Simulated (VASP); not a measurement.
## Ag: relaxation of cell and atoms with PBEsol+D3(BJ)+U

The system is Ag.

```
CELL_PARAMETERS angstrom
0.00000 2.04275 2.04275
2.04275 0.00000 2.04275
2.04275 2.04275 0.00000
ATOMIC_POSITIONS crystal
Ag 0.00000 0.00000 0.00000
```

```
Program                : VASP 6.6.1
Task                   : relaxation of cell and atoms
Functional             : PBEsol
Dispersion             : D3(BJ)
Potentials or basis    : VASP PAW PBE potentials, release 64 (Ag)
Cutoff                 : 600 eV
k mesh                 : 11 × 11 × 11
Occupations            : methfessel-paxton, width 0.05 eV
Spin                   : non-collinear spin, zero start, spin-orbit coupling
Starting moments       : [[0.0, 0.0, 0.0]] μB
Hubbard terms          : Ag d U = 6.0 eV
Dipole correction      : no
Further INCAR settings : ALGO = Normal; EDIFF = 1e-06; IBRION = 2; EDIFFG = -0.01; NSW = 60; ISIF = 3
```

```yaml
Relaxed_volume: 15.27 Å³/atom
Relaxed_cell: a = 2.785 Å, b = 2.785 Å, c = 2.785 Å, α = 60.00°, β = 60.00°, γ = 60.00°
Space_group_after_relaxing_to_0.1_Å: Fm-3m (No. 225)
Energy_gained_by_relaxing: 60.7 meV/atom
Ionic_steps: 3
Pressure_after_relaxing: 0.0 GPa
Net_moment: 0.00 μB per cell
Valence_electrons_inside_the_program's_atomic_spheres: Ag 10.21
Dispersion_energy_per_atom: -0.610 eV
```

Step by step:
```csv
step,energy change (eV),largest force (eV/Å),pressure (GPa),volume (Å³)
1,0.0000,0.0000,-9.73,17.05
2,-0.0499,0.0000,5.77,14.62
3,-0.0607,0.0000,0.02,15.27
```

Final structure:
```
Ag
1.0
     0.00000    1.96896    1.96896
     1.96896    0.00000    1.96896
     1.96896    1.96896    0.00000
Ag
1
Direct
  0.00000 0.00000 0.00000
```

Moments on the atoms (μB; x, y, z):
```
Ag  0.00 0.00 0.00
```

Run time: 44 s on 1 thread of Intel(R) Xeon(R) Platinum 8559C (Emerald Rapids) (shared host), peak memory 0.23 GiB.

Caveat: the PAW data sets were made with another functional, which shifts forces and pressure a little; the U is typed as a test and isn't derived for this compound. The state reached can hang on the start; a lower one may exist.
